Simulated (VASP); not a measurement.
# CdGeAs2 (I-42d) in VASP: notebook

Runs on CdGeAs2. Level: PBEsol. Tasks: single point.

Program: VASP 6.6.1. These are calculated values, not measurements. Logs are shortened: lines on timing, memory, paths and dates and some standing lists are left out, and cuts for length are marked.

## Step 1: The cell of the first run

Symmetry: I-42d, No. 122, tetragonal system. Conventional cell: a = 6.095 Å, b = 6.095 Å, c = 11.551 Å, α = 90.00°, β = 90.00°, γ = 90.00°. Within 3.6 Å of Cd (site symmetry -4) lie 4 As at 2.70 Å. As (site symmetry 2) has 2 Ge at 2.49 Å and 2 Cd at 2.70 Å within 3.3 Å. Within 3.3 Å of Ge (site symmetry -4) lie 4 As at 2.49 Å.

## Step 2: Single point, PBEsol (volume scaled by 1.06)

Contents of INCAR:

```
PREC = Accurate
ENCUT = 520
EDIFF = 1E-6
ISMEAR = -1
SIGMA = 0.05
LREAL = False
LASPH = True
NELM = 60
ALGO = Normal
ISIF = 2
LWAVE = False
LCHARG = False
GGA = PS
NBANDS = 46
```

Contents of KPOINTS:

```
regular mesh
0
Gamma
  6 6 6
```

Contents of POSCAR:

```
CdGeAs2
1.0
   -3.0474948288      3.0474948288      5.7753895250
    3.0474948288     -3.0474948288      5.7753895250
    3.0474948288      3.0474948288     -5.7753895250
Cd As Ge
2 4 2
Direct
    0.5000000000      0.5000000000      0.0000000000
    0.2500000000      0.7500000000      0.5000000000
    0.0962175700      0.1250000000      0.4712175700
    0.3750000000      0.9037824300      0.0287824300
    0.6537824300      0.6250000000      0.5287824300
    0.8750000000      0.3462175700      0.9712175700
    0.7500000000      0.2500000000      0.5000000000
    0.0000000000      0.0000000000      0.0000000000
```

Potentials or basis: VASP PAW PBE potentials, release 64 (Cd, As, Ge_d).

Run with:

```bash
> cat potpaw_PBE.64/Cd/POTCAR potpaw_PBE.64/As/POTCAR potpaw_PBE.64/Ge_d/POTCAR > POTCAR
> mpirun -np 1 vasp_std > vasp.out
```

OUTCAR:

```text
PREC = Accurate
   ENCUT = 520
   EDIFF = 1E-6
   ISMEAR = -1
   LREAL = False
   LASPH = True
   NELM = 60
   ISIF = 2
   GGA = PS

 ion  position               nearest neighbor table
   1  0.500  0.500  0.000-   6 2.70   3 2.70   5 2.70   4 2.70
   2  0.250  0.750  0.500-   3 2.70   6 2.70   5 2.70   4 2.70
   3  0.096  0.125  0.471-   7 2.49   8 2.49   1 2.70   2 2.70
   4  0.375  0.904  0.029-   7 2.49   8 2.49   1 2.70   2 2.70
   5  0.654  0.625  0.529-   7 2.49   8 2.49   2 2.70   1 2.70
   6  0.875  0.346  0.971-   7 2.49   8 2.49   2 2.70   1 2.70
   7  0.750  0.250  0.500-   3 2.49   4 2.49   5 2.49   6 2.49
   8  0.000  0.000  0.000-   3 2.49   4 2.49   5 2.49   6 2.49

  LATTYP: Found a body centered tetragonal cell.
 ALAT       =     6.0949896576
 C/A-ratio  =     1.8951269319

  Lattice vectors:

 A1 = (  -3.0474948288,   3.0474948288,   5.7753895250)
 A2 = (   3.0474948288,  -3.0474948288,   5.7753895250)
 A3 = (   3.0474948288,   3.0474948288,  -5.7753895250)

Analysis of symmetry for initial positions (statically):
=====================================================================
 Subroutine PRICEL returns:
 Original cell was already a primitive cell.

 Routine SETGRP: Setting up the symmetry group for a
 body centered tetragonal supercell.

 Subroutine GETGRP returns: Found  8 space group operations
 (whereof  4 operations were pure point group operations)
 out of a pool of 16 trial point group operations.

The static configuration has the point symmetry S_4 .
 The point group associated with its full space group is D_2d.

Analysis of symmetry for dynamics (positions and initial velocities):
=====================================================================
 Subroutine PRICEL returns:
 Original cell was already a primitive cell.

 Routine SETGRP: Setting up the symmetry group for a
 body centered tetragonal supercell.

 Subroutine GETGRP returns: Found  8 space group operations
 (whereof  4 operations were pure point group operations)
 out of a pool of 16 trial point group operations.

The dynamic configuration has the point symmetry S_4 .
 The point group associated with its full space group is D_2d.

 Subroutine INISYM returns: Found  8 space group operations
 (whereof  4 operations are pure point group operations),
 and found     1 'primitive' translations

----------------------------------------------------------------------------------------

                                     Primitive cell

  volume of cell :     214.5494

  direct lattice vectors                    reciprocal lattice vectors
    -3.047494829  3.047494829  5.775389525     0.000000000  0.164069187  0.086574247
     3.047494829 -3.047494829  5.775389525     0.164069187  0.000000000  0.086574247
     3.047494829  3.047494829 -5.775389525     0.164069187  0.164069187  0.000000000

  length of vectors
     7.206217706  7.206217706  7.206217706     0.185509564  0.185509564  0.232028870

  position of ions in fractional coordinates (direct lattice)
     0.500000000  0.500000000  0.000000000
     0.250000000  0.750000000  0.500000000
     0.096217570  0.125000000  0.471217570
     0.375000000  0.903782430  0.028782430
     0.653782430  0.625000000  0.528782430
     0.875000000  0.346217570  0.971217570
     0.750000000  0.250000000  0.500000000
     0.000000000  0.000000000  0.000000000

  ion indices of the primitive-cell ions
   primitive index   ion index
                 1           1
                 2           2
                 3           3
                 4           4
                 5           5
                 6           6
                 7           7
                 8           8

----------------------------------------------------------------------------------------

 KPOINTS: regular mesh

Automatic generation of k-mesh.
 Grid dimensions read from file:
 generate k-points for:    6    6    6

 Generating k-lattice:

  Cartesian coordinates                     Fractional coordinates (reciprocal lattice)
     0.000000000  0.027344865  0.014429041     0.166666667  0.000000000  0.000000000
     0.027344865  0.000000000  0.014429041     0.000000000  0.166666667  0.000000000
     0.027344865  0.027344865  0.000000000     0.000000000  0.000000000  0.166666667

  Length of vectors
     0.030918261  0.030918261  0.038671478

  Shift w.r.t. Gamma in fractional coordinates (k-lattice)
     0.000000000  0.000000000  0.000000000

 Subroutine IBZKPT returns following result:
 ===========================================

 Found     30 irreducible k-points:

 Following reciprocal coordinates:
            Coordinates               Weight
  0.000000  0.000000  0.000000      1.000000
  0.166667  0.000000 -0.000000      8.000000
  0.333333  0.000000  0.000000      8.000000
  0.500000  0.000000 -0.000000      4.000000
  0.166667  0.166667 -0.000000      8.000000
  0.333333  0.166667 -0.000000     16.000000
[... 16 lines left out ...]
 -0.333333 -0.333333  0.166667      8.000000
 -0.166667 -0.333333  0.166667      8.000000
 [... further k-points ...]
   k-points           NKPTS =     30   k-points in BZ     NKDIM =     30   number of bands    NBANDS=     46
   number of dos      NEDOS =    301   number of ions     NIONS =      8
   total plane-waves  NPLWV = 157464
   dimension x,y,z NGX =    54 NGY =   54 NGZ =   54
   dimension x,y,z NGXF=   108 NGYF=  108 NGZF=  108
   ions per type =               2   4   2
   NGX,Y,Z   is equivalent  to a cutoff of  12.46, 12.46, 12.46 a.u.
   NGXF,Y,Z  is equivalent  to a cutoff of  24.92, 24.92, 24.92 a.u.
 SYSTEM =  unknown system
   PREC   = accura    normal or accurate (medium, high low for compatibility)
   ISTART =      0    job   : 0-new  1-cont  2-samecut
   ICHARG =      2    charge: 1-file 2-atom 10-const
   ISPIN  =      1    spin polarized calculation?
   LNONCOLLINEAR =      F non collinear calculations
   LSORBIT =      F    spin-orbit coupling
   LASPH  =      T    aspherical Exc in radial PAW
   ENCUT  =  520.0 eV  38.22 Ry    6.18 a.u.  13.40 13.40 13.40*2*pi/ulx,y,z
   NELM   =     60;   NELMIN=  2; NELMDL= -5     # of ELM steps
   EDIFF  = 0.1E-05   stopping-criterion for ELM
   LREAL  =      F    real-space projection
   EDIFFG = 0.1E-04   stopping-criterion for IOM
   NSW    =      0    number of steps for IOM
   IBRION =     -1    ionic relax: 0-MD 1-quasi-New 2-CG
   NFREE  =      0    steps in history (QN), initial steepest desc. (CG)
   ISIF   =      2    stress and relaxation
   ISYM   =      2    0-nonsym 1-usesym 2-fastsym
   POTIM  = 0.5000    time-step for ionic-motion
   TEBEG  =    0.0;   TEEND  =   0.0 temperature during run
   PSTRESS=    0.0 pullay stress
   NELECT =      72.0000    total number of electrons
   NUPDOWN=      -1.0000    fix difference up-down
   EMIN   =  10.00;   EMAX   =-10.00  energy-range for DOS
   EFERMI =   0.00;   METHOD = LEGACY
   ISMEAR =    -1;   SIGMA  =   0.05  broadening in eV -4-tet -1-fermi 0-gaus
   EFERMI_NEDOS =   21; number of points for ismear=-14 and -15
   IALGO  =     38    algorithm
   IMIX   =      4    mixing-type and parameters
     AMIX     =   0.40;   BMIX     =  1.00
     AMIX_MAG =   1.60;   BMIX_MAG =  1.00
  volume/ion in A,a.u.               =      26.82       180.98
  Fermi-wavevector in a.u.,A,eV,Ry     =   1.137653  2.149853 17.609408  1.294255
  Thomas-Fermi vector in A             =   2.274358
   LORBIT       =      0    0 simple, 1 ext, 2 COOP (PROOUT), +10 PAW based schemes
   GGA     = PS    functional components
   LHFCALC =     F    Hartree Fock is set to
   AEXX    =    0.0000 exact exchange contribution
   IVDW    =     0    specifies the selected vdW correction
   LEPSILON=     F    determine dielectric tensor
   LRPA    =     F    only Hartree local field effects (RPA)
 non-spin polarized calculation
  energy-cutoff  :      520.00
  volume of cell :      214.55
 maximum number of plane-waves:      5805
 NGX is ok and might be reduce to    54
   NGX = 27   NGY = 27   NGZ = 27

 number of electron      71.9999988 magnetization

 Free energy of the ion-electron system (eV)
  ---------------------------------------------------
  ext. energy  EPLUGINS =         0.00000000
  ---------------------------------------------------
  free energy    TOTEN  =       -32.96577234 eV

  energy without entropy =      -32.96454054  energy(sigma->0) =      -32.96515644

 E-fermi :   2.4078     XC(G=0):  -9.2473

 val. band max:        2.2492493791   @ k =   0.1667   0.0000  -0.0000
 cond. band min:       2.4240420187   @ k =   0.0000   0.0000   0.0000
 fundamental gap:      0.1747926396
 Fermi energy:         2.4077802616

 k-point     1 :       0.0000    0.0000    0.0000
  band No.  band energies     occupation
      1     -22.3938      2.00000
      2     -22.3936      2.00000
      3     -22.3936      2.00000
      4     -22.3908      2.00000
      5     -22.3883      2.00000
      6     -22.3883      2.00000
[... 38 lines left out ...]
     45       7.0764      0.00000
     46       7.0764      0.00000

 k-point     2 :       0.1667    0.0000   -0.0000
  band No.  band energies     occupation
      1     -22.3939      2.00000
      2     -22.3936      2.00000
      3     -22.3934      2.00000
      4     -22.3908      2.00000
      5     -22.3886      2.00000
      6     -22.3882      2.00000
[... 38 lines left out ...]
     45       6.9076      0.00000
     46       7.1791      0.00000

 k-point     3 :       0.3333    0.0000    0.0000
  band No.  band energies     occupation
      1     -22.3940      2.00000
      2     -22.3936      2.00000
      3     -22.3929      2.00000
      4     -22.3907      2.00000
      5     -22.3894      2.00000
      6     -22.3881      2.00000
[... 38 lines left out ...]
     45       6.9742      0.00000
     46       7.5757      0.00000

 k-point     4 :       0.5000    0.0000   -0.0000
  band No.  band energies     occupation
      1     -22.3940      2.00000
      2     -22.3936      2.00000
      3     -22.3926      2.00000
      4     -22.3902      2.00000
      5     -22.3902      2.00000
      6     -22.3880      2.00000
[... 920 lines left out ...]
     45       6.9604      0.00000
     46       7.1920      0.00000

 k-point    23 :      -0.3333   -0.3333    0.1667
  band No.  band energies     occupation
      1     -22.3940      2.00000
      2     -22.3939      2.00000
      3     -22.3929      2.00000
      4     -22.3914      2.00000
      5     -22.3883      2.00000
      6     -22.3882      2.00000
[... 38 lines left out ...]
     45       6.9788      0.00000
     46       7.3226      0.00000

 k-point    24 :      -0.1667   -0.3333    0.1667
  band No.  band energies     occupation
      1     -22.3939      2.00000
      2     -22.3938      2.00000
      3     -22.3933      2.00000
      4     -22.3911      2.00000
      5     -22.3884      2.00000
      6     -22.3880      2.00000
[... 38 lines left out ...]
     45       6.6060      0.00000
     46       7.0638      0.00000

 [... further k-points ...]

------------------------ aborting loop because EDIFF is reached ----------------------------------------

  FORCE on cell =-STRESS in cart. coord.  units (eV):
  Direction    XX          YY          ZZ          XY          YZ          ZX
  --------------------------------------------------------------------------------------
  -------------------------------------------------------------------------------------
  Total       -4.7317795     -4.7317795     -4.4489129      0.0000000      0.0000000      0.0000000
  in kB      -35.3352248    -35.3352248    -33.2228787      0.0000000      0.0000000      0.0000000
  external PRESSURE =     -34.6311094 kB  Pullay stress =       0.0000000 kB

 VOLUME and BASIS-vectors are now :
 -----------------------------------------------------------------------------
  energy-cutoff  :      520.00
  volume of cell :      214.55
      direct lattice vectors                 reciprocal lattice vectors
    -3.047494829  3.047494829  5.775389525     0.000000000  0.164069187  0.086574247
     3.047494829 -3.047494829  5.775389525     0.164069187  0.000000000  0.086574247
     3.047494829  3.047494829 -5.775389525     0.164069187  0.164069187  0.000000000

 POSITION                                       TOTAL-FORCE (eV/Angst)
 -----------------------------------------------------------------------------------
      0.00000      0.00000      5.77539        -0.000000     -0.000000     -0.000000
      3.04749     -0.00000      2.88769        -0.000000     -0.000000      0.000000
      1.52375      1.34832     -1.44385        -0.000000      0.107280      0.000000
      1.69918     -1.52375      7.21924        -0.107280     -0.000000      0.000000
      1.52375      1.69918      4.33154        -0.000000     -0.107280      0.000000
      1.34832      4.57124      1.44385         0.107280      0.000000      0.000000
     -0.00000      3.04749      2.88769        -0.000000      0.000000      0.000000
      0.00000      0.00000      0.00000        -0.000000     -0.000000      0.000000
 -----------------------------------------------------------------------------------
    total drift:                                0.000000      0.000000      0.000004

  FREE ENERGIE OF THE ION-ELECTRON SYSTEM (eV)
  ---------------------------------------------------
  free  energy   TOTEN  =       -32.9657723434 eV

  energy  without entropy=      -32.9645405449  energy(sigma->0) =      -32.96515644
```

Wall time 4.6 min (1 thread of Intel Xeon Platinum 8488C (Sapphire Rapids), shared host); peak memory 0.55 GiB.

Results:

```
Free energy            : -32.9658 eV
Pressure               : -3.5 GPa
Largest force          : 0.107 eV/Å
Band gap on the k mesh : 0.17 eV, indirect (least direct gap 0.21 eV)
```

Forces in eV/Å, atoms in the order of the input:
```
Cd   0.000  0.000  0.000
Cd   0.000  0.000  0.000
As   0.000  0.107  0.000
As  -0.107  0.000  0.000
As   0.000 -0.107  0.000
As   0.107  0.000  0.000
Ge   0.000  0.000  0.000
Ge   0.000  0.000  0.000
```

Stress tensor (GPa, compression positive):
```
-3.53  0.00  0.00
 0.00 -3.53  0.00
 0.00  0.00 -3.32
```

Levels at points of the mesh, in eV from the valence-band top:
| k point | band 34 | band 35 | band 36 | band 37 | band 38 | band 39 |
| --- | --- | --- | --- | --- | --- | --- |
| (0.00, 0.00, 0.00) | -0.47 | -0.03 | -0.03 | 0.17 | 1.44 | 1.75 |
| (0.50, 0.00, 0.00) | -1.31 | -1.06 | -0.50 | 1.68 | 1.98 | 2.65 |
| (0.50, 0.50, 0.00) | -0.91 | -0.43 | -0.43 | 0.60 | 0.60 | 2.37 |
| (0.50, 0.50, 0.50) | -1.63 | -0.80 | -0.80 | 1.42 | 1.42 | 1.71 |

Caveat: the PAW data sets were made with another functional, which shifts forces and pressure a little.

(Continued in part 2 of 2.)
